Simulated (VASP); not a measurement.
Nb, 1 atom in the cell. The structure is cubic, space group Fm-3m (No. 225). Conventional cell: a = 4.114 Å, b = 4.114 Å, c = 4.114 Å, α = 90.00°, β = 90.00°, γ = 90.00°. Within 3.8 Å of Nb (site symmetry m-3m) lie 12 Nb at 2.91 Å. 

| Property | Result |
| --- | --- |
| Program | VASP 6.6.1 |
| Task | single point |
| Functional | LDA |
| Potentials or basis | VASP PAW LDA potentials, release 64 (Nb_sv) |
| Cutoff | 520 eV |
| k mesh | 11 × 11 × 11 |
| Occupations | fermi-dirac, width 0.05 eV |
| Spin | no spin polarisation |
| Hubbard terms | Nb d U = 2.0 eV |
| Dipole correction | no |
| Further INCAR settings | ALGO = Fast; EDIFF = 1e-06; NBANDS = 12 |

Potentials or basis: VASP PAW LDA potentials, release 64 (Nb_sv).

Launch:

```sh
$ cat potpaw_LDA.64/Nb_sv/POTCAR > POTCAR
$ mpirun -np 1 vasp_std > vasp.out
```

Hardware: 1 thread of Intel(R) Xeon(R) Platinum 8259CL CPU @ 2.50GHz (Skylake/Cascade Lake) (shared host).

Q: Estimate the wall time of this run.

A: Wall time 21 s on 1 thread of Intel(R) Xeon(R) Platinum 8259CL CPU @ 2.50GHz (Skylake/Cascade Lake), on a shared host, peak memory 0.13 GiB. Counts: scf iterations 24, k points 56.
